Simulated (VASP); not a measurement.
# SrCl2 (R3m) in VASP: further runs

SrCl2 is run at these levels: r2SCAN, r2SCAN+rVV10; tasks: single point.

Program: VASP 6.6.1. These are calculated values, not measurements. Logs are shortened: lines on timing, memory, paths and dates and some standing lists are left out, and cuts for length are marked.

### Step 1. The cell of the first run

It takes space group R3m (No. 160, trigonal). Conventional cell: a = 4.171 Å, b = 4.171 Å, c = 18.405 Å, α = 90.00°, β = 90.00°, γ = 120.00°. Within 3.8 Å of Sr (site symmetry 3m) lie 6 Cl at 2.92 Å. Within 3.8 Å of Cl (site symmetry 3m) lie 3 Sr at 2.92 Å and 4 Cl at 3.30 to 3.72 Å. Cl (site symmetry 3m) has 3 Sr at 2.92 Å and 4 Cl at 3.30 to 3.72 Å within 3.8 Å.

### Step 2. Single point, r2SCAN

Input file POSCAR:

```
SrCl2
1.0
    2.0857437514      1.2042047163      6.1350485022
   -2.0857437514      1.2042047163      6.1350485022
    0.0000000000     -2.4084094327      6.1350485022
Sr Cl
1 2
Direct
    0.0002014272      0.0002014272      0.0002014272
    0.4227725646      0.4227725646      0.4227725646
    0.2436926748      0.2436926748      0.2436926748
```

Input file INCAR.step1:

```
PREC     = Accurate       # precision mode
ENCUT    = 520            # plane-wave cutoff, eV
ISMEAR   = 1              # smearing method
SIGMA    = 0.5            # smearing width, eV
LREAL    = False          # projectors in reciprocal space
LASPH    = True           # aspherical terms in the spheres
NELM     = 100            # most SCF steps
NBANDS   = 19             # bands
GGA      = PE             # functional
ALGO     = Normal         # electronic algorithm
EDIFF    = 1E-4           # SCF threshold, eV
LWAVE    = True           # write WAVECAR
LCHARG   = False          # write CHGCAR
```

Input file INCAR.step2:

```
PREC     = Accurate       # precision mode
ENCUT    = 520            # plane-wave cutoff, eV
EDIFF    = 1E-6           # SCF threshold, eV
ISMEAR   = 1              # smearing method
SIGMA    = 0.5            # smearing width, eV
LREAL    = False          # projectors in reciprocal space
LASPH    = True           # aspherical terms in the spheres
NELM     = 100            # most SCF steps
ALGO     = Normal         # electronic algorithm
ISIF     = 2              # what is computed and relaxed
LWAVE    = False          # write WAVECAR
LCHARG   = False          # write CHGCAR
METAGGA  = R2SCAN         # meta-GGA
LMIXTAU  = True         
NBANDS   = 19             # bands
ISTART   = 1
```

Input file KPOINTS:

```
regular mesh
0
Gamma
  6 6 6
```

Potentials or basis: VASP PAW PBE potentials, release 64 (Sr_sv, Cl).

Launch:

```bash
> cat potpaw_PBE.64/Sr_sv/POTCAR potpaw_PBE.64/Cl/POTCAR > POTCAR
> cp INCAR.step1 INCAR
> mpirun -np 1 vasp_std > vasp.out
> cp INCAR.step2 INCAR
> mpirun -np 1 vasp_std > vasp.out
```

OUTCAR:

```text
PREC = Accurate
   ENCUT = 520
   EDIFF = 1E-6
   ISMEAR = 1
   LREAL = False
   LASPH = True
   NELM = 100
   ISIF = 2
   METAGGA = R2SCAN
   ISTART = 1

 ion  position               nearest neighbor table
   1  0.000  0.000  0.000-   2 2.92   2 2.92   2 2.92   3 2.92   3 2.92   3 2.92
   2  0.423  0.423  0.423-   1 2.92   1 2.92   1 2.92
   3  0.244  0.244  0.244-   1 2.92   1 2.92   1 2.92

  LATTYP: Found a trigonal (rhomboedric) cell.
 ALAT       =     6.5908463887
 COS(alpha) =     0.7997052719

  Lattice vectors:

 A1 = (   2.0857437514,   1.2042047163,   6.1350485022)
 A2 = (  -2.0857437514,   1.2042047163,   6.1350485022)
 A3 = (   0.0000000000,  -2.4084094327,   6.1350485022)

Analysis of symmetry for initial positions (statically):
=====================================================================
 Subroutine PRICEL returns:
 Original cell was already a primitive cell.

 Routine SETGRP: Setting up the symmetry group for a
 trigonal (rhombohedral) supercell.

 Subroutine GETGRP returns: Found  6 space group operations
 (whereof  6 operations were pure point group operations)
 out of a pool of 12 trial point group operations.

The static configuration has the point symmetry C_3v.

Analysis of symmetry for dynamics (positions and initial velocities):
=====================================================================
 Subroutine PRICEL returns:
 Original cell was already a primitive cell.

 Routine SETGRP: Setting up the symmetry group for a
 trigonal (rhombohedral) supercell.

 Subroutine GETGRP returns: Found  6 space group operations
 (whereof  6 operations were pure point group operations)
 out of a pool of 12 trial point group operations.

The dynamic configuration has the point symmetry C_3v.

 Subroutine INISYM returns: Found  6 space group operations
 (whereof  6 operations are pure point group operations),
 and found     1 'primitive' translations

----------------------------------------------------------------------------------------

                                     Primitive cell

  volume of cell :      92.4550

  direct lattice vectors                    reciprocal lattice vectors
     2.085743751  1.204204716  6.135048502     0.239722641  0.138403931  0.054332632
    -2.085743751  1.204204716  6.135048502    -0.239722641  0.138403931  0.054332632
     0.000000000 -2.408409433  6.135048502     0.000000000 -0.276807862  0.054332632

  length of vectors
     6.590846389  6.590846389  6.590846389     0.282089751  0.282089751  0.282089751

  position of ions in fractional coordinates (direct lattice)
     0.000201427  0.000201427  0.000201427
     0.422772565  0.422772565  0.422772565
     0.243692675  0.243692675  0.243692675

  ion indices of the primitive-cell ions
   primitive index   ion index
                 1           1
                 2           2
                 3           3

----------------------------------------------------------------------------------------

 KPOINTS: regular mesh

Automatic generation of k-mesh.
 Grid dimensions read from file:
 generate k-points for:    6    6    6

 Generating k-lattice:

  Cartesian coordinates                     Fractional coordinates (reciprocal lattice)
     0.039953773  0.023067322  0.009055439     0.166666667 -0.000000000  0.000000000
    -0.039953773  0.023067322  0.009055439    -0.000000000  0.166666667  0.000000000
     0.000000000 -0.046134644  0.009055439     0.000000000  0.000000000  0.166666667

  Length of vectors
     0.047014958  0.047014958  0.047014958

  Shift w.r.t. Gamma in fractional coordinates (k-lattice)
     0.000000000  0.000000000  0.000000000

 Subroutine IBZKPT returns following result:
 ===========================================

 Found     32 irreducible k-points:

 Following reciprocal coordinates:
            Coordinates               Weight
  0.000000  0.000000  0.000000      1.000000
  0.166667 -0.000000  0.000000      6.000000
  0.333333  0.000000  0.000000      6.000000
  0.500000 -0.000000  0.000000      3.000000
  0.166667  0.166667  0.000000      6.000000
  0.333333  0.166667  0.000000     12.000000
[... 16 lines left out ...]
  0.500000  0.500000  0.166667      6.000000
 -0.333333  0.500000  0.166667     12.000000
 [... further k-points ...]
   k-points           NKPTS =     32   k-points in BZ     NKDIM =     32   number of bands    NBANDS=     19
   number of dos      NEDOS =    301   number of ions     NIONS =      3
   total plane-waves  NPLWV = 125000
   dimension x,y,z NGX =    50 NGY =   50 NGZ =   50
   dimension x,y,z NGXF=   100 NGYF=  100 NGZF=  100
   ions per type =               1   2
   NGX,Y,Z   is equivalent  to a cutoff of  12.61, 12.61, 12.61 a.u.
   NGXF,Y,Z  is equivalent  to a cutoff of  25.22, 25.22, 25.22 a.u.
 SYSTEM =  unknown system
   PREC   = accura    normal or accurate (medium, high low for compatibility)
   ISTART =      1    job   : 0-new  1-cont  2-samecut
   ICHARG =      0    charge: 1-file 2-atom 10-const
   ISPIN  =      1    spin polarized calculation?
   LNONCOLLINEAR =      F non collinear calculations
   LSORBIT =      F    spin-orbit coupling
   LASPH  =      T    aspherical Exc in radial PAW
   ENCUT  =  520.0 eV  38.22 Ry    6.18 a.u.  12.25 12.25 12.25*2*pi/ulx,y,z
   NELM   =    100;   NELMIN=  2; NELMDL=  0     # of ELM steps
   EDIFF  = 0.1E-05   stopping-criterion for ELM
   LREAL  =      F    real-space projection
   EDIFFG = 0.1E-04   stopping-criterion for IOM
   NSW    =      0    number of steps for IOM
   IBRION =     -1    ionic relax: 0-MD 1-quasi-New 2-CG
   NFREE  =      0    steps in history (QN), initial steepest desc. (CG)
   ISIF   =      2    stress and relaxation
   ISYM   =      2    0-nonsym 1-usesym 2-fastsym
   POTIM  = 0.5000    time-step for ionic-motion
   TEBEG  =    0.0;   TEEND  =   0.0 temperature during run
   PSTRESS=    0.0 pullay stress
   NELECT =      24.0000    total number of electrons
   NUPDOWN=      -1.0000    fix difference up-down
   EMIN   =  10.00;   EMAX   =-10.00  energy-range for DOS
   EFERMI =   0.00;   METHOD = LEGACY
   ISMEAR =     1;   SIGMA  =   0.50  broadening in eV -4-tet -1-fermi 0-gaus
   EFERMI_NEDOS =   21; number of points for ismear=-14 and -15
   IALGO  =     38    algorithm
   IMIX   =      4    mixing-type and parameters
     AMIX     =   0.40;   BMIX     =  1.00
     AMIX_MAG =   1.60;   BMIX_MAG =  1.00
  volume/ion in A,a.u.               =      30.82       207.97
  Fermi-wavevector in a.u.,A,eV,Ry     =   1.044324  1.973485 14.838673  1.090612
  Thomas-Fermi vector in A             =   2.179071
   LORBIT       =      0    0 simple, 1 ext, 2 COOP (PROOUT), +10 PAW based schemes
   METAGGA = R2SCAN    functional components
   LHFCALC =     F    Hartree Fock is set to
   AEXX    =    0.0000 exact exchange contribution
   IVDW    =     0    specifies the selected vdW correction
   LEPSILON=     F    determine dielectric tensor
   LRPA    =     F    only Hartree local field effects (RPA)
 non-spin polarized calculation
 Methfessel and Paxton  Order N= 1 SIGMA  =   0.50
  energy-cutoff  :      520.00
  volume of cell :       92.46
 maximum number of plane-waves:      2531
 NGX is ok and might be reduce to    50
   NGX = 25   NGY = 25   NGZ = 25

 number of electron      23.9999999 magnetization

 Free energy of the ion-electron system (eV)
  ---------------------------------------------------
  ext. energy  EPLUGINS =         0.00000000
  ---------------------------------------------------
  free energy    TOTEN  =       -34.95328946 eV

  energy without entropy =      -34.99356028  energy(sigma->0) =      -34.96671307

 E-fermi :  -0.5358     XC(G=0):  -8.3321

 val. band max:       -0.5905644697   @ k =   0.0000   0.0000   0.0000
 cond. band min:       4.2964408410   @ k =   0.0000   0.0000   0.0000
 fundamental gap:      4.8870053107
 Fermi energy:        -0.5358266567

 k-point     1 :       0.0000    0.0000    0.0000
  band No.  band energies     occupation
      1     -34.9943      2.00000
      2     -16.6148      2.00000
      3     -16.3508      2.00000
      4     -16.3508      2.00000
      5     -14.5072      2.00000
      6     -13.6380      2.00000
[... 11 lines left out ...]
     18       7.0479     -0.00000
     19       7.9803     -0.00000

 k-point     2 :       0.1667   -0.0000    0.0000
  band No.  band energies     occupation
      1     -34.9902      2.00000
      2     -16.5585      2.00000
      3     -16.4940      2.00000
      4     -16.3654      2.00000
      5     -14.3480      2.00000
      6     -13.7172      2.00000
[... 11 lines left out ...]
     18       7.3783     -0.00000
     19       8.9797     -0.00000

 k-point     3 :       0.3333    0.0000    0.0000
  band No.  band energies     occupation
      1     -34.9820      2.00000
      2     -16.7324      2.00000
      3     -16.4358      2.00000
      4     -16.3944      2.00000
      5     -14.0763      2.00000
      6     -13.8839      2.00000
[... 11 lines left out ...]
     18       8.0173     -0.00000
     19       9.4964      0.00000

 k-point     4 :       0.5000   -0.0000    0.0000
  band No.  band energies     occupation
      1     -34.9779      2.00000
      2     -16.8357      2.00000
      3     -16.4088      2.00000
      4     -16.3684      2.00000
      5     -13.9789      2.00000
      6     -13.9492      2.00000
[... 407 lines left out ...]
     18       9.0249     -0.00000
     19       9.4102     -0.00000

 k-point    23 :       0.5000    0.5000    0.1667
  band No.  band energies     occupation
      1     -34.9820      2.00000
      2     -16.7269      2.00000
      3     -16.4432      2.00000
      4     -16.3945      2.00000
      5     -14.0093      2.00000
      6     -13.9543      2.00000
[... 11 lines left out ...]
     18       8.2624     -0.00000
     19       9.5201      0.00000

 k-point    24 :      -0.3333    0.5000    0.1667
  band No.  band energies     occupation
      1     -34.9779      2.00000
      2     -16.7985      2.00000
      3     -16.4488      2.00000
      4     -16.3723      2.00000
      5     -14.0410      2.00000
      6     -13.8836      2.00000
[... 11 lines left out ...]
     18       8.7360     -0.00000
     19       9.9494      0.00000

 [... further k-points ...]

------------------------ aborting loop because EDIFF is reached ----------------------------------------

  FORCE on cell =-STRESS in cart. coord.  units (eV):
  Direction    XX          YY          ZZ          XY          YZ          ZX
  --------------------------------------------------------------------------------------
  -------------------------------------------------------------------------------------
  Total        0.3892304      0.3892304      0.2909863      0.0000000     -0.0000000      0.0000000
  in kB        6.7450749      6.7450749      5.0425773      0.0000000     -0.0000000      0.0000000
  external PRESSURE =       6.1775757 kB  Pullay stress =       0.0000000 kB

 VOLUME and BASIS-vectors are now :
 -----------------------------------------------------------------------------
  energy-cutoff  :      520.00
  volume of cell :       92.46
      direct lattice vectors                 reciprocal lattice vectors
     2.085743751  1.204204716  6.135048502     0.239722641  0.138403931  0.054332632
    -2.085743751  1.204204716  6.135048502    -0.239722641  0.138403931  0.054332632
     0.000000000 -2.408409433  6.135048502     0.000000000 -0.276807862  0.054332632

 POSITION                                       TOTAL-FORCE (eV/Angst)
 -----------------------------------------------------------------------------------
      0.00000     -0.00000      0.00371         0.000000     -0.000000      0.000388
      0.00000     -0.00000      7.78119         0.000000     -0.000000      0.000723
      0.00000     -0.00000      4.48520         0.000000      0.000000     -0.001111
 -----------------------------------------------------------------------------------
    total drift:                               -0.000000      0.000000     -0.000713

  FREE ENERGIE OF THE ION-ELECTRON SYSTEM (eV)
  ---------------------------------------------------
  free  energy   TOTEN  =       -34.9532894609 eV

  energy  without entropy=      -34.9935602844  energy(sigma->0) =      -34.96671307
```

Run time: 5.3 min. Hardware: 1 thread of Intel Xeon Platinum 8488C (Sapphire Rapids), shared host; peak memory 0.41 GiB.

What came out:

```
Free energy            : -34.9533 eV
Pressure               : 0.6 GPa
Band gap on the k mesh : 4.89 eV, direct
```

Levels at points of the mesh, in eV from the valence-band top:
| k point | band 9 | band 10 | band 11 | band 12 | band 13 | band 14 | band 15 | band 16 |
| --- | --- | --- | --- | --- | --- | --- | --- | --- |
| (0.00, 0.00, 0.00) | -1.22 | -1.11 | -1.11 | 0.00 | 4.89 | 6.80 | 7.08 | 7.08 |
| (0.50, 0.00, 0.00) | -1.51 | -1.44 | -1.05 | -0.35 | 5.00 | 7.43 | 8.11 | 8.73 |
| (0.50, 0.50, 0.00) | -1.49 | -1.33 | -1.23 | -0.65 | 4.92 | 7.46 | 8.08 | 8.64 |
| (0.50, 0.50, 0.50) | -1.36 | -1.05 | -0.95 | -0.95 | 5.63 | 6.44 | 6.95 | 6.95 |

Caveat: the PAW data sets were made with another functional, which shifts forces and pressure a little. A k mesh can miss the band edges.

### Step 3. Single point, r2SCAN+rVV10

POSCAR is that of step 2.

Input file INCAR.step1:

```
SYSTEM = SrCl2
PREC = Accurate ; ENCUT = 520
ISMEAR = 0 ; SIGMA = 0.01
LREAL = .FALSE. ; LASPH = .TRUE.
NELM = 60 ; NBANDS = 19
GGA = PE ; ALGO = Normal
EDIFF = 1E-4 ; LWAVE = .TRUE.
LCHARG = .FALSE.
```

Input file INCAR.step2:

```
SYSTEM = SrCl2
PREC = Accurate ; ENCUT = 520
EDIFF = 1E-6 ; ISMEAR = 0
SIGMA = 0.01 ; LREAL = .FALSE.
LASPH = .TRUE. ; NELM = 60
ALGO = Normal ; ISIF = 2
LWAVE = .FALSE. ; LCHARG = .FALSE.
METAGGA = R2SCAN ; LMIXTAU = .TRUE.
LUSE_VDW = .TRUE. ; IVDW_NL = 2
BPARAM = 11.95 ; CPARAM = 0.0093
NBANDS = 19 ; ISTART = 1
```

Input file KPOINTS:

```
Automatic mesh
0
G
  6 6 6
  0 0 0
```

Potentials or basis: VASP PAW PBE potentials, release 64 (Sr_sv, Cl).

Launch:

```bash
> cat potpaw_PBE.64/Sr_sv/POTCAR potpaw_PBE.64/Cl/POTCAR > POTCAR
> cp INCAR.step1 INCAR
> mpirun -np 1 vasp_std > vasp.out
> cp INCAR.step2 INCAR
> mpirun -np 1 vasp_std > vasp.out
```

Run time: 7.5 min. Hardware: 1 thread of Intel Xeon Platinum 8488C (Sapphire Rapids), shared host; peak memory 0.85 GiB.

The run converged. Its results:

```
Free energy            : -34.2851 eV
Pressure               : 0.1 GPa
Largest force          : 0.027 eV/Å
Band gap on the k mesh : 4.77 eV, direct
```

Forces on the atoms (eV/Å):
```
Sr   0.000  0.000 -0.001
Cl   0.000  0.000  0.027
Cl   0.000  0.000 -0.026
```

Levels at points of the mesh, in eV from the valence-band top:
| k point | band 9 | band 10 | band 11 | band 12 | band 13 | band 14 | band 15 | band 16 |
| --- | --- | --- | --- | --- | --- | --- | --- | --- |
| (0.00, 0.00, 0.00) | -1.23 | -1.11 | -1.11 | 0.00 | 4.77 | 6.75 | 7.05 | 7.05 |
| (0.50, 0.00, 0.00) | -1.52 | -1.46 | -1.05 | -0.35 | 4.92 | 7.37 | 8.06 | 8.72 |
| (0.50, 0.50, 0.00) | -1.50 | -1.34 | -1.24 | -0.66 | 4.83 | 7.41 | 8.03 | 8.63 |
| (0.50, 0.50, 0.50) | -1.37 | -1.06 | -0.96 | -0.96 | 5.52 | 6.39 | 6.92 | 6.92 |

Caveat: the PAW data sets were made with another functional, which shifts forces and pressure a little. A k mesh can miss the band edges.
